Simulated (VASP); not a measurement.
# Bi2Te3 (R-3m) in VASP: a series of runs, part 3 of 3

VASP 6.6.1. The steps go on from the part before.

## 5. Single point, PBE

This run uses another cell than the first one, of 35.23 Å³/atom.

File INCAR:

```
SYSTEM = Bi2Te3
ALGO     = Normal         ! electronic algorithm
EDIFF    = 1E-6           ! SCF threshold, eV
ENCUT    = 520            ! plane-wave cutoff, eV
GGA      = PE             ! functional
ISIF     = 2              ! what is computed and relaxed
ISMEAR   = -1             ! smearing method
LASPH    = .TRUE.         ! aspherical terms in the spheres
LCHARG   = .TRUE.         ! write CHGCAR
LELF     = .TRUE.         ! ELF
LREAL    = .FALSE.        ! projectors in reciprocal space
LVHAR    = .TRUE.       
LWAVE    = .FALSE.        ! write WAVECAR
NBANDS   = 32             ! bands
NELM     = 60             ! most SCF steps
PREC     = Accurate       ! precision mode
SIGMA    = 0.05           ! smearing width, eV
```

File KPOINTS:

```
k-points
0
G
  7 7 7
  0 0 0
```

File POSCAR:

```
Bi2Te3
1.0
    2.2218585726      1.2827906449     10.2994407795
   -2.2218585726      1.2827906449     10.2994407795
    0.0000000000     -2.5655812900     10.2994407795
Bi Te
2 3
Direct
    0.6000000000      0.6000000000      0.6000000000
    0.4000000000      0.4000000000      0.4000000000
    0.7905000000      0.7905000000      0.7905000000
    0.2095000000      0.2095000000      0.2095000000
    0.0000000000      0.0000000000      0.0000000000
```

Potentials or basis: VASP PAW PBE potentials, release 64 (Bi_d, Te).

The run is started by

```bash
cat potpaw_PBE.64/Bi_d/POTCAR potpaw_PBE.64/Te/POTCAR > POTCAR
mpirun -np 1 vasp_std > vasp.out
```

OUTCAR:

```text
SYSTEM = Bi2Te3
   EDIFF = 1E-6
   ENCUT = 520
   GGA = PE
   ISIF = 2
   ISMEAR = -1
   LASPH = .TRUE.
   LREAL = .FALSE.
   NELM = 60
   PREC = Accurate

 ion  position               nearest neighbor table
   1  0.600  0.600  0.600-   4 3.11   4 3.11   4 3.11   5 3.29   5 3.29   5 3.29
   2  0.400  0.400  0.400-   3 3.11   3 3.11   3 3.11   5 3.29   5 3.29   5 3.29
   3  0.791  0.791  0.791-   2 3.11   2 3.11   2 3.11
   4  0.209  0.209  0.209-   1 3.11   1 3.11   1 3.11
   5  0.000  0.000  0.000-   1 3.29   2 3.29   1 3.29   1 3.29   2 3.29   2 3.29
[... 1044 lines left out ...]
  -------------------------------------------------------------------------------------
  Total       -0.0028499     -0.0028499     -0.3447728      0.0000000      0.0000000      0.0000000
  in kB       -0.0259237     -0.0259237     -3.1362194      0.0000000      0.0000000      0.0000000
  external PRESSURE =      -1.0626889 kB  Pullay stress =       0.0000000 kB

 VOLUME and BASIS-vectors are now :
 -----------------------------------------------------------------------------
  energy-cutoff  :      520.00
  volume of cell :      176.13
      direct lattice vectors                 reciprocal lattice vectors
     2.221858573  1.282790645 10.299440779     0.225036826  0.129925072  0.032364217
    -2.221858573  1.282790645 10.299440779    -0.225036826  0.129925072  0.032364217
     0.000000000 -2.565581290 10.299440779     0.000000000 -0.259850144  0.032364217

 POSITION                                       TOTAL-FORCE (eV/Angst)
 -----------------------------------------------------------------------------------
      0.00000     -0.00000     18.53899         0.000000      0.000000     -0.121698
      0.00000     -0.00000     12.35933         0.000000     -0.000000      0.121698
      0.00000     -0.00000     24.42512         0.000000      0.000000     -0.263437
      0.00000     -0.00000      6.47320         0.000000     -0.000000      0.263437
      0.00000      0.00000      0.00000         0.000000     -0.000000     -0.000000
 -----------------------------------------------------------------------------------
    total drift:                               -0.000000     -0.000000     -0.000000

  FREE ENERGIE OF THE ION-ELECTRON SYSTEM (eV)
  ---------------------------------------------------
  free  energy   TOTEN  =       -18.3730658857 eV

  energy  without entropy=      -18.3729074852  energy(sigma->0) =      -18.37298669
```

OSZICAR:

```text
N       E                     dE             d eps       ncg     rms          rms(c)
DAV:   1     0.428809755434E+03    0.42881E+03   -0.21496E+04  2816   0.143E+03
DAV:   2     0.275078152549E+02   -0.40130E+03   -0.38611E+03  2904   0.371E+02
DAV:   3    -0.167454177512E+02   -0.44253E+02   -0.42136E+02  3616   0.136E+02
DAV:   4    -0.185845577859E+02   -0.18391E+01   -0.18322E+01  3128   0.295E+01
DAV:   5    -0.186723884302E+02   -0.87831E-01   -0.87823E-01  4208   0.645E+00    0.705E+00
DAV:   6    -0.183585705002E+02    0.31382E+00   -0.40137E-01  3712   0.490E+00    0.520E+00
DAV:   7    -0.183692161663E+02   -0.10646E-01   -0.21239E-01  3552   0.195E+00    0.146E+00
DAV:   8    -0.183725628516E+02   -0.33467E-02   -0.29260E-02  3120   0.915E-01    0.581E-01
DAV:   9    -0.183726801019E+02   -0.11725E-03   -0.18758E-03  3552   0.339E-01    0.304E-01
DAV:  10    -0.183730203636E+02   -0.34026E-03   -0.96863E-04  3080   0.143E-01    0.582E-02
DAV:  11    -0.183730559073E+02   -0.35544E-04   -0.58323E-05  3512   0.426E-02    0.305E-02
DAV:  12    -0.183730637544E+02   -0.78472E-05   -0.15445E-05  2736   0.195E-02    0.113E-02
DAV:  13    -0.183730660386E+02   -0.22842E-05   -0.34390E-06  2712   0.137E-02    0.331E-03
DAV:  14    -0.183730658857E+02    0.15296E-06   -0.32264E-07  2000   0.471E-03
   1 F= -.18373066E+02 E0= -.18372987E+02  d E =-.158401E-03
```

stdout:

```text
POSCAR found type information on POSCAR BiTe
 POSCAR found :  2 types and       5 ions
 scaLAPACK will be used
 LDA part: xc-table for (Slater+PW92), standard interpolation
 POSCAR, INCAR and KPOINTS ok, starting setup
 FFT: planning ... GRIDC
 FFT: planning ... GRID_SOFT
 FFT: planning ... GRID
 WAVECAR not read
 entering main loop
```

It took 12 min on 1 thread of Intel Xeon 6975P-C (Granite Rapids), shared host; peak memory 0.99 GiB.

What came out:

```yaml
Free_energy: -18.3731 eV
Pressure: -0.1 GPa
Largest_force: 0.263 eV/Å
Band_gap_on_the_k_mesh: 0.30 eV
```

Forces in eV/Å, atoms in the order of the input:
```
Bi   0.000  0.000 -0.122
Bi   0.000  0.000  0.122
Te   0.000  0.000 -0.263
Te   0.000  0.000  0.263
Te   0.000  0.000  0.000
```

Caveat: spin-orbit coupling is left out, which moves the levels of the heavy elements; an odd mesh through Γ misses points on the zone boundary, where band edges can lie.

## 6. Single point, SVWN5

File INCAR:

```
SYSTEM = Bi2Te3
  PREC = Accurate
  ENCUT = 520
  EDIFF = 1E-7
  ISMEAR = -1
  SIGMA = 0.05
  LREAL = .False.
  LASPH = .True.
  NELM = 80
  ALGO = Normal
  ISIF = 2
  LWAVE = .False.
  LCHARG = .False.
  GGA = VW
  NBANDS = 32
```

File KPOINTS:

```
Automatic mesh
0
Gamma
  7 7 7
  0 0 0
```

POSCAR: that of step 5 with these lines changed.

```diff
@@ -2,5 +2,5 @@
 1.0
-    2.2218585726      1.2827906449     10.2994407795
-   -2.2218585726      1.2827906449     10.2994407795
-    0.0000000000     -2.5655812900     10.2994407795
+    2.2360109196      1.2909615063     10.3650440818
+   -2.2360109196      1.2909615063     10.3650440818
+    0.0000000000     -2.5819230127     10.3650440818
 Bi Te
```

Potentials or basis: VASP PAW PBE potentials, release 64 (Bi_d, Te).

The run is started by

```bash
cat potpaw_PBE.64/Bi_d/POTCAR potpaw_PBE.64/Te/POTCAR > POTCAR
mpirun -np 1 vasp_std > vasp.out
```

Run time: 9.7 min. Hardware: 1 thread of Intel Xeon 6975P-C (Granite Rapids), shared host; peak memory 0.71 GiB.

It converged, with:

```
Free energy            : -21.3636 eV
Pressure               : -4.2 GPa
Largest force          : 0.489 eV/Å
Band gap on the k mesh : 0.23 eV
```

Forces in eV/Å, atoms in the order of the input:
```
Bi   0.000  0.000 -0.197
Bi   0.000  0.000  0.197
Te   0.000  0.000 -0.489
Te   0.000  0.000  0.489
Te   0.000  0.000  0.000
```

Stress tensor (GPa, compression positive):
```
-4.02  0.00  0.00
 0.00 -4.02  0.00
 0.00  0.00 -4.63
```

Levels at points of the mesh, in eV from the valence-band top:
```tsv
k point	band 22	band 23	band 24	band 25	band 26	band 27
(0.00, 0.00, 0.00)	-0.69	-0.69	0.00	0.23	0.71	0.71
```

Caveat: the cell stands under tension; the PAW data sets were made with another functional, which shifts forces and pressure a little; spin-orbit coupling is left out, which moves the levels of the heavy elements; an odd mesh through Γ misses points on the zone boundary, where band edges can lie.

## 7. Overview

```csv
level,cell,gap on the mesh (eV),pressure (GPa),largest force (eV/Å)
PBEsol+D4,"a = 10.682 Å, angles 24.2°, 5 atoms, atomic positions A",0.26,-4.3,0.43
BLYP+D4,"a = 10.682 Å, angles 24.2°, 5 atoms, atomic positions A",0.34,-1.6,0.27
PBEsol,"a = 10.412 Å, angles 24.3°, 5 atoms, atomic positions B",0.21,0.0,0.02
PBE,"a = 10.614 Å, angles 24.2°, 5 atoms, atomic positions A",0.30,-0.1,0.26
SVWN5,"a = 10.682 Å, angles 24.2°, 5 atoms, atomic positions A",0.23,-4.2,0.49
```

Alike in all rows: task single point; potentials or basis VASP PAW PBE potentials, release 64 (Bi_d, Te); no spin polarisation; k mesh 7 × 7 × 7; cutoff (eV) 520; smearing fermi-dirac 0.05 eV.

On the cell as given the gap runs from 0.23 eV (SVWN5) to 0.34 eV (BLYP+D4). The pressure there spans -4.3 GPa (PBEsol+D4) to -1.6 GPa (BLYP+D4); a positive pressure means that this level wants a larger cell, a negative one a smaller.

Caveats: spin-orbit coupling is left out, which moves the levels of the heavy elements; an odd mesh through Γ misses points on the zone boundary, where band edges can lie; the PAW data sets were made with another functional, which shifts forces and pressure a little (at least some runs); the cell stands under tension (at least some runs).

Absolute energies hang on the potentials; compare differences alone.

## 8. How close it comes

Step 4. Measured gap of Bi2Te3: 0.17 eV (quoted in “Vacancy and Antisite-Induced Ferromagnetism in Liquid-Phase Exfoliated Bi2Te3”, 2024, arxiv:2412.10539). This calculation gives 0.21 eV (+0.04 eV). Spin-orbit coupling on Bi, Te is left out. The value is that of PBEsol on a finite k mesh, which can miss the band edges, without temperature or zero-point motion.

Step 5. Measured gap of Bi2Te3: 0.17 eV (quoted in “Vacancy and Antisite-Induced Ferromagnetism in Liquid-Phase Exfoliated Bi2Te3”, 2024, arxiv:2412.10539). This calculation gives 0.30 eV (+0.13 eV). Spin-orbit coupling on Bi, Te is left out. The value is that of PBE on a finite k mesh, which can miss the band edges, without temperature or zero-point motion.
